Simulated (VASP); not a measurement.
A run of VASP 6.6.1:

File INCAR:

```
ALGO = Normal ; EDIFF = 1E-7
EDIFFG = -0.01 ; ENCUT = 600
GGA = PE ; IBRION = 2
ISIF = 3 ; ISMEAR = 0
LASPH = T ; LCHARG = F
LREAL = F ; LWAVE = F
NELM = 100 ; NSW = 100
PREC = Accurate ; SIGMA = 0.1
```

The input KPOINTS:

```
k-points
0
Gamma
  8 8 8
```

The input POSCAR:

```
Hg5O3
1.0
   -3.2324147724      3.2324147724      3.2324147724
    3.2324147724     -3.2324147724      3.2324147724
    3.2324147724      3.2324147724     -3.2324147724
Hg O
5 3
Direct
    0.0000000000      0.0000000000      0.0000000000
    0.0000000000      0.0000000000      0.5000000000
    0.0000000000      0.5000000000      0.0000000000
    0.5000000000      0.0000000000      0.0000000000
    0.5000000000      0.5000000000      0.5000000000
    0.0000000000      0.5000000000      0.5000000000
    0.5000000000      0.5000000000      0.0000000000
    0.5000000000      0.0000000000      0.5000000000
```

Potentials or basis: VASP PAW PBE potentials, release 64 (Hg, O).

The run is started by

```sh
$ cat potpaw_PBE.64/Hg/POTCAR potpaw_PBE.64/O/POTCAR > POTCAR
$ mpirun -np 1 vasp_std > vasp.out
```

Hardware: 1 thread of AMD EPYC 9R45 96-Core Processor (Zen 5), on a shared host.

Q: How long does it take, and how much memory?

A: Run time: 5.3 min on 1 thread of AMD EPYC 9R45 96-Core Processor (Zen 5), with other jobs on the host, peak memory 0.41 GiB. Counts: scf iterations 33, k points 29, ion steps 3.
